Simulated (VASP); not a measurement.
## Sb3S2: single point with r2SCAN

Sb3S2:

```
Sb S
1.0
     0.04655    3.84768   -0.07106
     5.55812   -1.86063   -0.03961
     0.13223    2.12604  -11.59228
Sb S
6 4
Direct
  0.87900 0.69606 0.85554
  0.04742 0.24600 0.18149
  0.77013 0.21537 0.62108
  0.14402 0.84706 0.36729
  0.39906 0.74764 0.99684
  0.60852 0.22565 0.02456
  0.21168 0.19168 0.73795
  0.80148 0.78839 0.21950
  0.62544 0.77159 0.59122
  0.39591 0.26880 0.41035
```

```yaml
Program: VASP 6.6.1
Task: single point
Functional: r2SCAN
Potentials_or_basis: VASP PAW PBE potentials, release 64 (Sb, S)
Cutoff: 550 eV
k_mesh: 5 × 3 × 2, shifted
Occupations: fermi-dirac, width 0.1 eV
Spin: no spin polarisation
Dipole_correction: no
Further_INCAR_settings: ALGO = Normal; EDIFF = 1e-06; NBANDS = 38
```

| Property | Result |
| --- | --- |
| Pressure | 13.5 GPa |
| Largest force | 9.339 eV/Å |
| Band gap on the k mesh | 0.23 eV (least direct gap 0.27 eV) |

Forces on the atoms (eV/Å):
```
Sb  -1.045  5.785  7.256
Sb   0.668 -1.458 -2.787
Sb  -0.367  1.145  3.575
Sb  -0.580  1.574 -3.772
Sb   0.433 -5.611 -5.942
Sb   0.619  1.242  2.924
S   -0.684 -1.095 -3.892
S    0.674 -1.374  1.394
S    0.837 -0.142  0.713
S   -0.557 -0.067  0.531
```

Stress tensor (GPa, compression positive):
```
 2.30 -1.80 -1.92
-1.80 21.99  7.51
-1.92  7.51 16.23
```

Levels at points of the mesh, in eV from the valence-band top:
```
           k point  band 24  band 25  band 26  band 27  band 28  band 29  band 30  band 31
(0.00, 0.50, 0.00)    -0.96    -0.68    -0.43    -0.32     0.32     0.51     0.87     1.19
(0.00, 0.50, 0.50)    -0.96    -0.67    -0.38    -0.02     0.26     0.46     0.91     1.02
```

Wall time 15 min on 1 thread of Oxide Virtual Turin-like Processor (shared host), peak memory 0.39 GiB.

Caveat: the stress differs along the axes, from 2 to 22 GPa; semilocal functionals underestimate gaps, and a narrow one can read as zero; the PAW data sets were made with another functional, which shifts forces and pressure a little; spin-orbit coupling is left out, which moves the levels of the heavy elements; a shifted mesh leaves out Γ, where band edges can lie. A k mesh can miss the band edges.
